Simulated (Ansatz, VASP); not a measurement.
## One calculation of W, two programs

File INCAR:

```
SYSTEM = W
ALGO     = Normal         ! electronic algorithm
EDIFF    = 1E-6           ! SCF threshold, eV
ENCUT    = 520            ! plane-wave cutoff, eV
GGA      = PS             ! functional
ISIF     = 2              ! what is computed and relaxed
ISMEAR   = 0              ! smearing method
LASPH    = .True.         ! aspherical terms in the spheres
LCHARG   = .False.        ! write CHGCAR
LREAL    = .False.        ! projectors in reciprocal space
LWAVE    = .False.        ! write WAVECAR
NBANDS   = 13             ! bands
NELM     = 80             ! most SCF steps
PREC     = Accurate       ! precision mode
SIGMA    = 0.1            ! smearing width, eV
```

KPOINTS

```
k-points
0
Gamma
  6 6 6
  0 0 0
```

POSCAR

```
W
1.0
   -1.5851577801      1.5851577801      1.5851577801
    1.5851577801     -1.5851577801      1.5851577801
    1.5851577801      1.5851577801     -1.5851577801
W
1
Direct
    0.0000000000      0.0000000000      0.0000000000
```

Input for Ansatz:

```yaml
crystal:
  lattice:
    - [-1.5851577801, 1.5851577801, 1.5851577801]
    - [1.5851577801, -1.5851577801, 1.5851577801]
    - [1.5851577801, 1.5851577801, -1.5851577801]
  atoms:
    - { symbol: W, position: [0.0, 0.0, 0.0] }
basis:
  ecutwfc: 420
kpoints:
  mp_grid: { grid: [6, 6, 6] }
hamiltonian:
  xc: pbesol
scf:
  occupations: { method: gaussian, width: 0.1 }
output:
  forces: true
  stress: true
  eigenvalues: true
```

Alike in both runs: task single point; functional PBEsol; k mesh 6 × 6 × 6; occupations gaussian, width 0.1 eV; no spin polarisation.

|  | VASP | Ansatz |
| --- | --- | --- |
| version | VASP 6.6.1 | Ansatz 0.2.0 |
| potentials or method | VASP PAW PBE potentials, release 64 (W_sv), cutoff 520 eV | scalar-relativistic, plane waves, PAW |
| valence electrons in the cell | 14 | 14 |

|  | VASP | Ansatz | Ansatz less VASP |
| --- | --- | --- | --- |
| gap on the k mesh at the Fermi level (eV) | none | none | - |
| pressure (GPa) | -6.1 | -6.7 | -0.60 |

VASP's potentials were made for PBE, not for PBEsol. A gap of «none» marks a metal or a gap that the smearing closes. With one functional, cell and mesh, what is left measures potentials, basis and numerics.

The k mesh is coarse, so the values compare programs but aren't converged. Spin-orbit coupling is off throughout.
